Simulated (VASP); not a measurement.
# Nb (Im-3m) in VASP: a series of runs, part 2 of 2

VASP 6.6.1. Earlier steps stand in the parts before.

## 3. Single point, PBEsol

This run uses another cell than the first one, of 16.71 Å³/atom.

File INCAR:

```
SYSTEM = Nb
ALGO = Normal ; EDIFF = 1E-6
ENCUT = 500 ; GGA = PS
GGA_COMPAT = .FALSE. ; ISIF = 2
ISMEAR = -1 ; LASPH = .TRUE.
LCHARG = .FALSE. ; LREAL = .FALSE.
LWAVE = .FALSE. ; NBANDS = 12
NELM = 120 ; PREC = Accurate
SIGMA = 0.05
```

File KPOINTS:

```
k-points
0
G
  11 11 11
  0 0 0
```

File POSCAR:

```
Nb
1.0
   -1.6105620301      1.6105620301      1.6105620301
    1.6105620301     -1.6105620301      1.6105620301
    1.6105620301      1.6105620301     -1.6105620301
Nb
1
Direct
    0.0000000000      0.0000000000      0.0000000000
```

Potentials or basis: VASP PAW PBE potentials, release 64 (Nb_sv).

On the command line:

```bash
$ cat potpaw_PBE.64/Nb_sv/POTCAR > POTCAR
$ mpirun -np 1 vasp_std > vasp.out
```

OUTCAR:

```text
SYSTEM = Nb
   EDIFF = 1E-6
   ENCUT = 500
   GGA = PS
   ISIF = 2
   ISMEAR = -1
   LASPH = .TRUE.
   LREAL = .FALSE.
   NELM = 120
   PREC = Accurate

 ion  position               nearest neighbor table
   1  0.000  0.000  0.000-

  LATTYP: Found a body centered cubic cell.
 ALAT       =     3.2211240602

  Lattice vectors:

 A1 = (  -1.6105620301,   1.6105620301,   1.6105620301)
 A2 = (   1.6105620301,  -1.6105620301,   1.6105620301)
 A3 = (   1.6105620301,   1.6105620301,  -1.6105620301)

Analysis of symmetry for initial positions (statically):
=====================================================================
 Subroutine PRICEL returns:
 Original cell was already a primitive cell.

 Routine SETGRP: Setting up the symmetry group for a
 body centered cubic supercell.

 Subroutine GETGRP returns: Found 48 space group operations
 (whereof 48 operations were pure point group operations)
 out of a pool of 48 trial point group operations.

The static configuration has the point symmetry O_h .

Analysis of symmetry for dynamics (positions and initial velocities):
=====================================================================
 Subroutine PRICEL returns:
 Original cell was already a primitive cell.

 Routine SETGRP: Setting up the symmetry group for a
 body centered cubic supercell.

 Subroutine GETGRP returns: Found 48 space group operations
 (whereof 48 operations were pure point group operations)
 out of a pool of 48 trial point group operations.

The dynamic configuration has the point symmetry O_h .

 Subroutine INISYM returns: Found 48 space group operations
 (whereof 48 operations are pure point group operations),
 and found     1 'primitive' translations

----------------------------------------------------------------------------------------

                                     Primitive cell

  volume of cell :      16.7106

  direct lattice vectors                    reciprocal lattice vectors
    -1.610562030  1.610562030  1.610562030     0.000000000  0.310450632  0.310450632
     1.610562030 -1.610562030  1.610562030     0.310450632  0.000000000  0.310450632
     1.610562030  1.610562030 -1.610562030     0.310450632  0.310450632  0.000000000

  length of vectors
     2.789575265  2.789575265  2.789575265     0.439043494  0.439043494  0.439043494

  position of ions in fractional coordinates (direct lattice)
     0.000000000  0.000000000  0.000000000

  ion indices of the primitive-cell ions
   primitive index   ion index
                 1           1

----------------------------------------------------------------------------------------

 KPOINTS: k-points

Automatic generation of k-mesh.
 Grid dimensions read from file:
 generate k-points for:   11   11   11

 Generating k-lattice:

  Cartesian coordinates                     Fractional coordinates (reciprocal lattice)
     0.000000000  0.028222785  0.028222785     0.090909091  0.000000000  0.000000000
     0.028222785  0.000000000  0.028222785     0.000000000  0.090909091  0.000000000
     0.028222785  0.028222785  0.000000000     0.000000000  0.000000000  0.090909091

  Length of vectors
     0.039913045  0.039913045  0.039913045

  Shift w.r.t. Gamma in fractional coordinates (k-lattice)
     0.000000000  0.000000000  0.000000000

 Subroutine IBZKPT returns following result:
 ===========================================

 Found     56 irreducible k-points:

 Following reciprocal coordinates:
            Coordinates               Weight
  0.000000  0.000000  0.000000      1.000000
  0.090909  0.000000  0.000000     12.000000
  0.181818  0.000000  0.000000     12.000000
  0.272727  0.000000  0.000000     12.000000
  0.363636  0.000000  0.000000     12.000000
  0.454545  0.000000  0.000000     12.000000
[... 16 lines left out ...]
  0.272727  0.181818  0.090909     48.000000
  0.363636  0.181818  0.090909     24.000000
 [... further k-points ...]
   k-points           NKPTS =     56   k-points in BZ     NKDIM =     56   number of bands    NBANDS=     12
   number of dos      NEDOS =    301   number of ions     NIONS =      1
   total plane-waves  NPLWV =   8000
   dimension x,y,z NGX =    20 NGY =   20 NGZ =   20
   dimension x,y,z NGXF=    40 NGYF=   40 NGZF=   40
   ions per type =               1
   NGX,Y,Z   is equivalent  to a cutoff of  11.92, 11.92, 11.92 a.u.
   NGXF,Y,Z  is equivalent  to a cutoff of  23.84, 23.84, 23.84 a.u.
 SYSTEM =  Nb
   PREC   = accura    normal or accurate (medium, high low for compatibility)
   ISTART =      0    job   : 0-new  1-cont  2-samecut
   ICHARG =      2    charge: 1-file 2-atom 10-const
   ISPIN  =      1    spin polarized calculation?
   LNONCOLLINEAR =      F non collinear calculations
   LSORBIT =      F    spin-orbit coupling
   LASPH  =      T    aspherical Exc in radial PAW
   ENCUT  =  500.0 eV  36.75 Ry    6.06 a.u.   5.09  5.09  5.09*2*pi/ulx,y,z
   NELM   =    120;   NELMIN=  2; NELMDL= -5     # of ELM steps
   EDIFF  = 0.1E-05   stopping-criterion for ELM
   LREAL  =      F    real-space projection
   EDIFFG = 0.1E-04   stopping-criterion for IOM
   NSW    =      0    number of steps for IOM
   IBRION =     -1    ionic relax: 0-MD 1-quasi-New 2-CG
   NFREE  =      0    steps in history (QN), initial steepest desc. (CG)
   ISIF   =      2    stress and relaxation
   ISYM   =      2    0-nonsym 1-usesym 2-fastsym
   POTIM  = 0.5000    time-step for ionic-motion
   TEBEG  =    0.0;   TEEND  =   0.0 temperature during run
   PSTRESS=    0.0 pullay stress
   NELECT =      13.0000    total number of electrons
   NUPDOWN=      -1.0000    fix difference up-down
   EMIN   =  10.00;   EMAX   =-10.00  energy-range for DOS
   EFERMI =   0.00;   METHOD = LEGACY
   ISMEAR =    -1;   SIGMA  =   0.05  broadening in eV -4-tet -1-fermi 0-gaus
   EFERMI_NEDOS =   21; number of points for ismear=-14 and -15
   IALGO  =     38    algorithm
   IMIX   =      4    mixing-type and parameters
     AMIX     =   0.40;   BMIX     =  1.00
     AMIX_MAG =   1.60;   BMIX_MAG =  1.00
  volume/ion in A,a.u.               =      16.71       112.77
  Fermi-wavevector in a.u.,A,eV,Ry     =   1.505654  2.845273 30.844323  2.266994
  Thomas-Fermi vector in A             =   2.616474
   LORBIT       =      0    0 simple, 1 ext, 2 COOP (PROOUT), +10 PAW based schemes
   GGA     = PS    functional components
   LHFCALC =     F    Hartree Fock is set to
   AEXX    =    0.0000 exact exchange contribution
   IVDW    =     0    specifies the selected vdW correction
   LEPSILON=     F    determine dielectric tensor
   LRPA    =     F    only Hartree local field effects (RPA)
 non-spin polarized calculation
  energy-cutoff  :      500.00
  volume of cell :       16.71
 maximum number of plane-waves:       434
   NGX = 11   NGY = 11   NGZ = 11

 number of electron      12.9999997 magnetization

 Free energy of the ion-electron system (eV)
  ---------------------------------------------------
  ext. energy  EPLUGINS =         0.00000000
  ---------------------------------------------------
  free energy    TOTEN  =       -10.92263370 eV

  energy without entropy =      -10.90693679  energy(sigma->0) =      -10.91478524

 E-fermi :  12.0882     XC(G=0): -13.0230

 val. band max:       12.0498781081   @ k =   0.0909   0.0909   0.0000
 cond. band min:      12.0886141776   @ k =   0.2727   0.0000   0.0000
 fundamental gap:      0.0387360695
 Fermi energy:        12.0882020677

 k-point     1 :       0.0000    0.0000    0.0000
  band No.  band energies     occupation
      1     -42.0667      2.00000
      2     -17.1985      2.00000
      3     -17.1985      2.00000
      4     -17.1985      2.00000
      5       6.0277      2.00000
      6      12.4599      0.00118
      7      12.4599      0.00118
      8      12.4599      0.00118
      9      15.6257      0.00000
     10      15.6257      0.00000
     11      26.5316      0.00000
     12      26.5316      0.00000
[... 331 lines left out ...]
 k-point    24 :       0.3636    0.1818    0.0909
  band No.  band energies     occupation
      1     -41.7142      2.00000
      2     -18.6262      2.00000
      3     -17.9839      2.00000
      4     -17.4922      2.00000
      5       9.5218      2.00000
      6      10.3869      2.00000
      7      12.6121      0.00006
      8      16.1056      0.00000
      9      16.5665      0.00000
     10      22.0094      0.00000
     11      23.4920      0.00000
     12      25.4799      0.00000

 [... further k-points ...]

------------------------ aborting loop because EDIFF is reached ----------------------------------------

  FORCE on cell =-STRESS in cart. coord.  units (eV):
  Direction    XX          YY          ZZ          XY          YZ          ZX
  --------------------------------------------------------------------------------------
  -------------------------------------------------------------------------------------
  Total        1.0017441      1.0017441      1.0017441     -0.0000000      0.0000000     -0.0000000
  in kB       96.0450555     96.0450555     96.0450555     -0.0000000      0.0000000     -0.0000000
  external PRESSURE =      96.0450555 kB  Pullay stress =       0.0000000 kB

 VOLUME and BASIS-vectors are now :
 -----------------------------------------------------------------------------
  energy-cutoff  :      500.00
  volume of cell :       16.71
      direct lattice vectors                 reciprocal lattice vectors
    -1.610562030  1.610562030  1.610562030     0.000000000  0.310450632  0.310450632
     1.610562030 -1.610562030  1.610562030     0.310450632  0.000000000  0.310450632
     1.610562030  1.610562030 -1.610562030     0.310450632  0.310450632  0.000000000

 POSITION                                       TOTAL-FORCE (eV/Angst)
 -----------------------------------------------------------------------------------
      0.00000      0.00000      0.00000         0.000000     -0.000000      0.000000
 -----------------------------------------------------------------------------------
    total drift:                                0.000000      0.000000      0.000000

  FREE ENERGIE OF THE ION-ELECTRON SYSTEM (eV)
  ---------------------------------------------------
  free  energy   TOTEN  =       -10.9226336979 eV

  energy  without entropy=      -10.9069367854  energy(sigma->0) =      -10.91478524
```

OSZICAR:

```text
N       E                     dE             d eps       ncg     rms          rms(c)
DAV:   1     0.111824092773E+03    0.11182E+03   -0.72316E+03  1352   0.105E+03
DAV:   2    -0.680464682476E+01   -0.11863E+03   -0.11427E+03  1464   0.384E+02
DAV:   3    -0.110657516816E+02   -0.42611E+01   -0.40721E+01  1892   0.638E+01
DAV:   4    -0.113343926379E+02   -0.26864E+00   -0.26570E+00  1840   0.149E+01
DAV:   5    -0.113480068688E+02   -0.13614E-01   -0.13610E-01  1924   0.265E+00    0.825E+00
DAV:   6    -0.109619519921E+02    0.38605E+00   -0.57691E-01  2172   0.966E+00    0.298E+00
DAV:   7    -0.109175235288E+02    0.44428E-01   -0.17767E-01  2220   0.529E+00    0.934E-01
DAV:   8    -0.109225731099E+02   -0.50496E-02   -0.12825E-02  1560   0.148E+00    0.331E-02
DAV:   9    -0.109226251387E+02   -0.52029E-04   -0.95720E-04  2092   0.275E-01    0.427E-02
DAV:  10    -0.109226384580E+02   -0.13319E-04   -0.25859E-05  1648   0.577E-02    0.230E-02
DAV:  11    -0.109226339464E+02    0.45115E-05   -0.86719E-06  1748   0.506E-02    0.265E-03
DAV:  12    -0.109226336979E+02    0.24848E-06   -0.28188E-07   984   0.755E-03
   1 F= -.10922634E+02 E0= -.10914785E+02  d E =-.156969E-01
```

Wall time 22 s (1 thread of Intel Xeon 8259CL, shared host); peak memory 0.1 GiB.

What came out:

* Free energy: -10.9226 eV
* Pressure: 9.6 GPa
* Band gap on the k mesh: zero (an odd number of electrons rules out a gap without spin polarisation)

Caveat: the cell stands under pressure; the PAW data sets were made with another functional, which shifts forces and pressure a little.

## 4. Single point, PBEsol

This run uses another cell than the first one, of 15.97 Å³/atom.

File INCAR:

```
SYSTEM = Nb
PREC     = Accurate       ! precision mode
ENCUT    = 500            ! plane-wave cutoff, eV
EDIFF    = 1E-6           ! SCF threshold, eV
ISMEAR   = -1             ! smearing method
SIGMA    = 0.05           ! smearing width, eV
LREAL    = .False.        ! projectors in reciprocal space
LASPH    = .True.         ! aspherical terms in the spheres
NELM     = 120            ! most SCF steps
ALGO     = Normal         ! electronic algorithm
ISIF     = 2              ! what is computed and relaxed
LWAVE    = .False.        ! write WAVECAR
LCHARG   = .True.         ! write CHGCAR
GGA      = PS             ! functional
LELF     = .True.         ! ELF
LVHAR    = .True.       
NBANDS   = 12             ! bands
GGA_COMPAT= .False.
```

File KPOINTS:

```
regular mesh
0
Gamma
  11 11 11
  0 0 0
```

File POSCAR:

```
Nb
1.0
   -1.5865327437      1.5865327437      1.5865327437
    1.5865327437     -1.5865327437      1.5865327437
    1.5865327437      1.5865327437     -1.5865327437
Nb
1
Direct
    0.0000000000      0.0000000000      0.0000000000
```

On the command line:

```bash
$ cat potpaw_PBE.64/Nb_sv/POTCAR > POTCAR
$ mpirun -np 1 vasp_std > vasp.out
```

It took 24 s on 1 thread of Intel Xeon 8259CL, shared host; peak memory 0.1 GiB.

Results (log left out):

```
Free energy            : -10.8548 eV
Pressure               : 19.7 GPa
Band gap on the k mesh : zero (an odd number of electrons rules out a gap without spin polarisation)
```

Levels at points of the mesh, in eV from the Fermi level:
```csv
k point,band 4,band 5,band 6,band 7,band 8,band 9
"(0.00, 0.00, 0.00)",-29.14,-6.14,0.32,0.32,0.32,3.65
```

Caveat: the cell stands under pressure; the PAW data sets were made with another functional, which shifts forces and pressure a little.

## 5. Single point, PBEsol

This run uses another cell than the first one, of 17.59 Å³/atom.

File INCAR:

```
  PREC = Accurate
  ENCUT = 500
  EDIFF = 1E-6
  ISMEAR = -1
  SIGMA = 0.05
  LREAL = F
  LASPH = T
  NELM = 120
  ALGO = Normal
  ISIF = 2
  LWAVE = F
  LCHARG = F
  GGA = PS
  NBANDS = 12
  GGA_COMPAT = F
```

File KPOINTS:

```
regular mesh
0
Gamma
  11 11 11
```

File POSCAR:

```
Nb
1.0
   -1.6382435044      1.6382435044      1.6382435044
    1.6382435044     -1.6382435044      1.6382435044
    1.6382435044      1.6382435044     -1.6382435044
Nb
1
Direct
    0.0000000000      0.0000000000      0.0000000000
```

On the command line:

```bash
$ cat potpaw_PBE.64/Nb_sv/POTCAR > POTCAR
$ mpirun -np 1 vasp_std > vasp.out
```

Run time: 33 s. Hardware: 1 thread of Intel Xeon 8259CL, shared host; peak memory 0.11 GiB.

It converged, with:

| Property | Result |
| --- | --- |
| Free energy | -10.9484 eV |
| Pressure | -0.3 GPa |
| Band gap on the k mesh | zero (an odd number of electrons rules out a gap without spin polarisation) |

Levels at points of the mesh, in eV from the Fermi level:
| k point | band 3 | band 4 | band 5 | band 6 | band 7 | band 8 | band 9 | band 10 |
| --- | --- | --- | --- | --- | --- | --- | --- | --- |
| (0.00, 0.00, 0.00) | -29.46 | -29.46 | -5.97 | 0.40 | 0.40 | 0.40 | 3.39 | 3.39 |

Caveat: the PAW data sets were made with another functional, which shifts forces and pressure a little.

## 6. Relaxation of cell and atoms, PBEsol

This run uses another cell than the first one, of 18.43 Å³/atom.

File INCAR:

```
PREC = Accurate ; ENCUT = 500
EDIFF = 1E-7 ; ISMEAR = -1
SIGMA = 0.05 ; LREAL = False
LASPH = True ; NELM = 120
ALGO = Normal ; ISIF = 3
LWAVE = False ; LCHARG = False
GGA = PS ; IBRION = 2
NSW = 60 ; EDIFFG = -0.01
GGA_COMPAT = False ; NELMIN = 4
```

KPOINTS is that of step 5.

File POSCAR:

```
Nb
1.0
   -1.6639500000      1.6639500000      1.6639500000
    1.6639500000     -1.6639500000      1.6639500000
    1.6639500000      1.6639500000     -1.6639500000
Nb
1
Direct
    0.0000000000      0.0000000000      0.0000000000
```

Potentials or basis: VASP PAW PBE potentials, release 64 (Nb_sv).

On the command line:

```bash
$ cat potpaw_PBE.64/Nb_sv/POTCAR > POTCAR
$ mpirun -np 1 vasp_std > vasp.out
```

It took 1.7 min on 1 thread of Intel Xeon 8259CL, shared host; peak memory 0.12 GiB.

The run converged. Its results:

```
Free energy                           : -10.9495 eV
Relaxed volume                        : 17.56 Å³/atom
Relaxed cell                          : a = 2.836 Å, b = 2.836 Å, c = 2.836 Å, α = 109.47°, β = 109.47°, γ = 109.47°
Space group after relaxing (to 0.1 Å) : Im-3m (No. 229)
Energy gained by relaxing             : 22.7 meV/atom
Ionic steps                           : 4
Pressure after relaxing               : 0.0 GPa
Band gap on the k mesh                : zero (an odd number of electrons rules out a gap without spin polarisation)
```

The path:
| step | energy change (eV) | largest force (eV/Å) | pressure (GPa) | volume (Å³) |
| --- | --- | --- | --- | --- |
| 1 | 0.0000 | 0.0000 | -8.12 | 18.43 |
| 2 | 0.0606 | 0.0000 | 18.71 | 16.05 |
| 3 | -0.0227 | 0.0000 | -0.25 | 17.59 |
| 4 | -0.0227 | 0.0000 | -0.02 | 17.56 |

Final structure:
```yaml
crystal:
  lattice:
    - [-1.63752, 1.63752, 1.63752]
    - [1.63752, -1.63752, 1.63752]
    - [1.63752, 1.63752, -1.63752]
  atoms:
    - { symbol: Nb, position: [0.00000, 0.00000, 0.00000] }
```

Levels at points of the mesh, in eV from the Fermi level:
| k point | band 2 | band 3 | band 4 | band 5 | band 6 | band 7 | band 8 | band 9 | band 10 |
| --- | --- | --- | --- | --- | --- | --- | --- | --- | --- |
| (0.00, 0.00, 0.00) | -29.46 | -29.46 | -29.46 | -5.97 | 0.40 | 0.40 | 0.40 | 3.40 | 3.40 |

Caveat: the PAW data sets were made with another functional, which shifts forces and pressure a little.

## 7. Summary

```csv
task,cell,gap on the mesh (eV),pressure (GPa)
single point,"a = 2.711 Å, angles 109.5°, 1 atom",none,29.7
single point,"a = 2.790 Å, angles 109.5°, 1 atom",none,9.6
single point,"a = 2.748 Å, angles 109.5°, 1 atom",none,19.7
single point,"a = 2.838 Å, angles 109.5°, 1 atom",none,-0.3
relaxation of cell and atoms,"relaxed from a = 2.882 Å, angles 109.5°, 1 atom",none,0.0
```

Alike in all rows: level PBEsol; potentials or basis VASP PAW PBE potentials, release 64 (Nb_sv); no spin polarisation; k mesh 11 × 11 × 11; cutoff (eV) 500; smearing fermi-dirac 0.05 eV.

Caveats: the PAW data sets were made with another functional, which shifts forces and pressure a little; the cell stands under pressure (at least some runs).

Total energies depend on the potentials used, so only differences within one code and one set of settings carry meaning.

The gap in the log of VASP goes by the Fermi energy; the results here count the filled bands.